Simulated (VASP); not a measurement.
# CoSn (P6/mmm) in VASP: notebook

The runs below take CoSn through single point, with r2SCAN.

Program: VASP 6.6.1. These are calculated values, not measurements. Logs are shortened: lines on timing, memory, paths and dates and some standing lists are left out, and cuts for length are marked.

## 1. The cell of the first run

The structure is hexagonal, space group P6/mmm (No. 191). The conventional cell has a = 5.278 Å, b = 5.278 Å, c = 4.211 Å, α = 90.00°, β = 90.00°, γ = 120.00°. Co (site symmetry mmm) has 6 Sn at 2.60 to 2.64 Å and 4 Co at 2.64 Å within 3.4 Å. Sn (site symmetry -6m2) has 6 Co at 2.60 Å and 3 Sn at 3.05 Å within 3.4 Å. Within 3.5 Å of Sn (site symmetry 6/mmm) lie 6 Co at 2.64 Å.

## 2. Single point, r2SCAN, collinear spin (16.93 Å³/atom)

POSCAR reads:

```
CoSn
1.0
    5.2784761141      0.0000000000      0.0000000000
   -2.6392380571      4.5712944081      0.0000000000
    0.0000000000      0.0000000000      4.2106440058
Co Sn
3 3
Direct
    0.0000000000      0.5000000000      0.0000000000
    0.5000000000      0.5000000000      0.0000000000
    0.5000000000      0.0000000000      0.0000000000
    0.6666666667      0.3333333333      0.5000000000
    0.3333333333      0.6666666667      0.5000000000
    0.0000000000      0.0000000000      0.0000000000
```

INCAR.step1 reads:

```
PREC     = Accurate       # precision mode
ENCUT    = 520            # plane-wave cutoff, eV
ISMEAR   = 0              # smearing method
SIGMA    = 0.05           # smearing width, eV
LREAL    = False          # projectors in reciprocal space
LASPH    = True           # aspherical terms in the spheres
NELM     = 150            # most SCF steps
ISPIN    = 2              # spin polarisation
MAGMOM   = 0.05 0.05 0.05 0 0 0 # initial moments
LMAXMIX  = 4              # l up to which the mixer works
NBANDS   = 48             # bands
GGA      = PE             # functional
ALGO     = Normal         # electronic algorithm
EDIFF    = 1E-4           # SCF threshold, eV
LWAVE    = True           # write WAVECAR
LCHARG   = False          # write CHGCAR
```

INCAR.step2 reads:

```
PREC     = Accurate       # precision mode
ENCUT    = 520            # plane-wave cutoff, eV
EDIFF    = 1E-7           # SCF threshold, eV
ISMEAR   = 0              # smearing method
SIGMA    = 0.05           # smearing width, eV
LREAL    = False          # projectors in reciprocal space
LASPH    = True           # aspherical terms in the spheres
NELM     = 150            # most SCF steps
ALGO     = Normal         # electronic algorithm
ISIF     = 2              # what is computed and relaxed
LWAVE    = False          # write WAVECAR
LCHARG   = False          # write CHGCAR
ISPIN    = 2              # spin polarisation
MAGMOM   = 0.05 0.05 0.05 0 0 0 # initial moments
LORBIT   = 11             # projections on sites
LMAXMIX  = 4              # l up to which the mixer works
METAGGA  = R2SCAN         # meta-GGA
LMIXTAU  = True         
NBANDS   = 48             # bands
ISTART   = 1
```

KPOINTS reads:

```
regular mesh
0
Gamma
  6 6 8
```

Potentials or basis: VASP PAW PBE potentials, release 64 (Co, Sn_d).

Command:

```sh
> cat potpaw_PBE.64/Co/POTCAR potpaw_PBE.64/Sn_d/POTCAR > POTCAR
> cp INCAR.step1 INCAR
> mpirun -np 1 vasp_std > vasp.out
> cp INCAR.step2 INCAR
> mpirun -np 1 vasp_std > vasp.out
```

OUTCAR:

```text
PREC = Accurate
   ENCUT = 520
   EDIFF = 1E-7
   ISMEAR = 0
   LREAL = False
   LASPH = True
   NELM = 150
   ISIF = 2
   ISPIN = 2
   LORBIT = 11
   METAGGA = R2SCAN
   ISTART = 1

 ion  position               nearest neighbor table
   1  0.000  0.500  0.000-   4 2.60   5 2.60   4 2.60   5 2.60   3 2.64   3 2.64   2 2.64   2 2.64
                             6 2.64   6 2.64
   2  0.500  0.500  0.000-   4 2.60   5 2.60   4 2.60   5 2.60   6 2.64   6 2.64   1 2.64   1 2.64
                             3 2.64   3 2.64
   3  0.500  0.000  0.000-   4 2.60   5 2.60   4 2.60   5 2.60   1 2.64   1 2.64   6 2.64   6 2.64
                             2 2.64   2 2.64
   4  0.667  0.333  0.500-   1 2.60   1 2.60   3 2.60   3 2.60   2 2.60   2 2.60   5 3.05   5 3.05
                             5 3.05   6 3.70   6 3.70   6 3.70   6 3.70   6 3.70   6 3.70
   5  0.333  0.667  0.500-   1 2.60   1 2.60   3 2.60   3 2.60   2 2.60   2 2.60   4 3.05   4 3.05
                             4 3.05   6 3.70   6 3.70   6 3.70   6 3.70   6 3.70   6 3.70
   6  0.000  0.000  0.000-   2 2.64   2 2.64   3 2.64   3 2.64   1 2.64   1 2.64   5 3.70   4 3.70
                             5 3.70   4 3.70   4 3.70   5 3.70   5 3.70   4 3.70   5 3.70   5 3.70

  LATTYP: Found a hexagonal cell.
 ALAT       =     5.2784761141
 C/A-ratio  =     0.7977006838

  Lattice vectors:

 A1 = (   5.2784761141,   0.0000000000,   0.0000000000)
 A2 = (  -2.6392380571,   4.5712944081,   0.0000000000)
 A3 = (   0.0000000000,   0.0000000000,   4.2106440058)

Analysis of symmetry for initial positions (statically):
=====================================================================
 Subroutine PRICEL returns:
 Original cell was already a primitive cell.

 Routine SETGRP: Setting up the symmetry group for a
 hexagonal supercell.

 Subroutine GETGRP returns: Found 24 space group operations
 (whereof 24 operations were pure point group operations)
 out of a pool of 24 trial point group operations.

The static configuration has the point symmetry D_6h.

Analysis of symmetry for dynamics (positions and initial velocities):
=====================================================================
 Subroutine PRICEL returns:
 Original cell was already a primitive cell.

 Routine SETGRP: Setting up the symmetry group for a
 hexagonal supercell.

 Subroutine GETGRP returns: Found 24 space group operations
 (whereof 24 operations were pure point group operations)
 out of a pool of 24 trial point group operations.

The dynamic configuration has the point symmetry D_6h.

Analysis of structural, dynamic, and magnetic symmetry:
=====================================================================
 Subroutine PRICEL returns:
 Original cell was already a primitive cell.

[... 160 lines left out ...]
  ext. energy  EPLUGINS =         0.00000000
  ---------------------------------------------------
  free energy    TOTEN  =      -113.65426264 eV

  energy without entropy =     -113.65114561  energy(sigma->0) =     -113.65270412

 E-fermi :   9.7705     XC(G=0): -12.7867

 val. band max:        9.7637438916   @ k =   0.3333   0.3333   0.2500
 cond. band min:       9.7755286685   @ k =   0.3333   0.0000   0.1250
 fundamental gap:      0.0117847769
 Fermi energy:         9.7704593490

 spin component 1

 k-point     1 :       0.0000    0.0000    0.0000
  band No.  band energies     occupation
      1     -12.4271      1.00000
      2     -12.3012      1.00000
      3     -12.3012      1.00000
      4     -12.2264      1.00000
      5     -12.2264      1.00000
      6     -12.1345      1.00000
[... 1165 lines left out ...]
     45      18.4977      0.00000
     46      18.4987      0.00000

 [... further k-points ...]

 spin component 2

 k-point     1 :       0.0000    0.0000    0.0000
  band No.  band energies     occupation
      1     -12.4271      1.00000
      2     -12.3012      1.00000
      3     -12.3012      1.00000
      4     -12.2264      1.00000
      5     -12.2264      1.00000
      6     -12.1345      1.00000
[... 1165 lines left out ...]
     45      18.4977      0.00000
     46      18.4987      0.00000

 [... further k-points ...]

 [bands above 46 left out]

------------------------ aborting loop because EDIFF is reached ----------------------------------------

  FORCE on cell =-STRESS in cart. coord.  units (eV):
  Direction    XX          YY          ZZ          XY          YZ          ZX
  --------------------------------------------------------------------------------------
  -------------------------------------------------------------------------------------
  Total       -1.5587270     -1.5587270     -1.5734684      0.0000000      0.0000000     -0.0000000
  in kB      -24.5801411    -24.5801411    -24.8126030      0.0000000      0.0000000     -0.0000000
  external PRESSURE =     -24.6576284 kB  Pullay stress =       0.0000000 kB

 VOLUME and BASIS-vectors are now :
 -----------------------------------------------------------------------------
  energy-cutoff  :      520.00
  volume of cell :      101.60
      direct lattice vectors                 reciprocal lattice vectors
     5.278476114  0.000000000  0.000000000     0.189448617  0.109378210  0.000000000
    -2.639238057  4.571294408  0.000000000     0.000000000  0.218756420  0.000000000
     0.000000000  0.000000000  4.210644006     0.000000000  0.000000000  0.237493362

 POSITION                                       TOTAL-FORCE (eV/Angst)
 -----------------------------------------------------------------------------------
     -1.31962      2.28565      0.00000        -0.000000     -0.000000      0.000000
      1.31962      2.28565      0.00000        -0.000000     -0.000000      0.000000
      2.63924      0.00000      0.00000        -0.000000     -0.000000      0.000000
      2.63924      1.52376      2.10532        -0.000000      0.000000      0.000000
     -0.00000      3.04753      2.10532         0.000000     -0.000000     -0.000000
      0.00000      0.00000      0.00000        -0.000000     -0.000000      0.000000
 -----------------------------------------------------------------------------------
    total drift:                               -0.000000      0.000000     -0.000000

  FREE ENERGIE OF THE ION-ELECTRON SYSTEM (eV)
  ---------------------------------------------------
  free  energy   TOTEN  =      -113.6542626380 eV

  energy  without entropy=     -113.6511456096  energy(sigma->0) =     -113.65270412

 total charge

# of ion       s       p       d       tot
------------------------------------------
    1        0.415   0.490   7.472   8.376
    2        0.415   0.490   7.472   8.376
    3        0.415   0.490   7.472   8.376
    4        1.097   1.310  10.069  12.475
    5        1.097   1.310  10.069  12.475
    6        1.134   1.148  10.038  12.320
--------------------------------------------------
tot          4.574   5.236  52.591  62.400

 magnetization (x)

# of ion       s       p       d       tot
------------------------------------------
    1        0.000   0.000   0.000   0.000
    2        0.000   0.000   0.000   0.000
    3        0.000   0.000   0.000   0.000
    4       -0.000  -0.000  -0.000  -0.000
    5       -0.000  -0.000  -0.000  -0.000
    6       -0.000   0.000  -0.000  -0.000
--------------------------------------------------
tot          0.000   0.000   0.000   0.000
```

OUTCAR.step1:

```text
PREC = Accurate
   ENCUT = 520
   ISMEAR = 0
   LREAL = False
   LASPH = True
[... 2620 lines left out ...]
      2.63924      0.00000      0.00000        -0.000000      0.000000      0.000000
      2.63924      1.52376      2.10532        -0.000000      0.000000     -0.000000
     -0.00000      3.04753      2.10532         0.000000     -0.000000      0.000000
      0.00000      0.00000      0.00000        -0.000000      0.000000      0.000000
 -----------------------------------------------------------------------------------
    total drift:                               -0.000000      0.000000     -0.000000

  FREE ENERGIE OF THE ION-ELECTRON SYSTEM (eV)
  ---------------------------------------------------
  free  energy   TOTEN  =       -33.2498376012 eV

  energy  without entropy=      -33.2465751742  energy(sigma->0) =      -33.24820639
```

OSZICAR.step1:

```text
N       E                     dE             d eps       ncg     rms          rms(c)
DAV:   1     0.704354543678E+03    0.70435E+03   -0.30677E+04  7016   0.228E+03
DAV:   2     0.790782705726E+02   -0.62528E+03   -0.59781E+03  6720   0.578E+02
DAV:   3    -0.298739989924E+02   -0.10895E+03   -0.10562E+03  7128   0.210E+02
DAV:   4    -0.356221865016E+02   -0.57482E+01   -0.57292E+01  7624   0.540E+01
DAV:   5    -0.357915217784E+02   -0.16934E+00   -0.16931E+00  9368   0.842E+00    0.146E+01
DAV:   6    -0.373495657153E+02   -0.15580E+01   -0.20826E+01  8072   0.465E+01    0.155E+01
DAV:   7    -0.334835554495E+02    0.38660E+01   -0.12709E+01  7984   0.358E+01    0.481E+00
DAV:   8    -0.332628342961E+02    0.22072E+00   -0.11037E+00  8032   0.720E+00    0.113E+00
DAV:   9    -0.332505870157E+02    0.12247E-01   -0.10792E-01  7968   0.322E+00    0.359E-01
DAV:  10    -0.332499394773E+02    0.64754E-03   -0.12622E-02  7896   0.876E-01    0.187E-01
DAV:  11    -0.332497931354E+02    0.14634E-03   -0.81670E-04  7792   0.211E-01    0.641E-02
DAV:  12    -0.332498376012E+02   -0.44466E-04   -0.11426E-04  5528   0.835E-02
   1 F= -.33249838E+02 E0= -.33248206E+02  d E =-.326243E-02  mag=    -0.0001
```

It took 36 min on 1 thread of Oxide Virtual Turin-like, shared host; peak memory 0.4 GiB.

Results:

```
Free energy                                           : -113.6543 eV
Pressure                                              : -2.5 GPa
Net moment                                            : 0.00 μB per cell
Valence electrons inside the program's atomic spheres : Co 8.38; Sn 12.47, 12.32 (each value once)
```

Levels at points of the mesh, in eV from the Fermi level:
Spin up:
```csv
k point,band 32,band 33,band 34,band 35,band 36,band 37
"(0.00, 0.00, 0.00)",-0.46,-0.40,-0.40,0.70,0.74,1.53
"(0.50, 0.00, 0.00)",-0.42,-0.40,0.87,1.06,1.88,1.90
"(0.00, 0.00, 0.50)",-0.54,-0.49,-0.49,-0.43,-0.43,0.05
"(0.50, 0.00, 0.50)",-0.70,-0.50,-0.46,-0.37,-0.14,0.55
```
Spin down:
```csv
k point,band 32,band 33,band 34,band 35,band 36,band 37
"(0.00, 0.00, 0.00)",-0.46,-0.40,-0.40,0.70,0.74,1.53
"(0.50, 0.00, 0.00)",-0.42,-0.40,0.87,1.06,1.88,1.90
"(0.00, 0.00, 0.50)",-0.54,-0.49,-0.49,-0.43,-0.43,0.05
"(0.50, 0.00, 0.50)",-0.70,-0.50,-0.46,-0.37,-0.14,0.55
```

Caveat: the PAW data sets were made with another functional, which shifts forces and pressure a little; spin-orbit coupling is left out, which moves the levels of the heavy elements.

[end of part 1 of 2]
